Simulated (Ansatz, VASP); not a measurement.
## Two plane-wave programs on CuGeF3

```
CELL_PARAMETERS angstrom
4.07825 0.00000 0.00000
0.00000 4.07825 0.00000
0.00000 0.00000 4.07825
ATOMIC_POSITIONS crystal
Cu 0.00000 0.00000 0.00000
Ge 0.50000 0.50000 0.50000
F 0.50000 0.00000 0.00000
F 0.00000 0.50000 0.00000
F 0.00000 0.00000 0.50000
```

Change from the starting cell: species swapped into the TlNiF3 type (Pm-3m, No. 221).

Alike in both runs: task relaxation of cell and atoms; functional PBE; k mesh 10 × 10 × 10; occupations gaussian, width 0.1 eV; no spin polarisation.

|  | VASP | Ansatz |
| --- | --- | --- |
| version | VASP 6.6.1 | Ansatz 0.2.0 |
| potentials or method | VASP PAW PBE potentials, release 64 (Cu, Ge_d, F), cutoff 600 eV | scalar-relativistic, plane waves, PAW |
| valence electrons in the cell | 46 | 54 |

```tsv
	VASP	Ansatz	Ansatz less VASP
gap on the k mesh at the Fermi level, each at its own relaxed structure (eV)	none	none	-
relaxed volume (Å³/atom)	13.62	13.63	+0.015
relaxed length of the cell vector where the two differ most in proportion (Å)	4.083	4.085	+0.0015
```

A gap of «none» marks a metal or a gap that the smearing closes. VASP's potentials hold 46 valence electrons a cell and Ansatz's 54, so a difference there can come from the potentials and not from the codes.
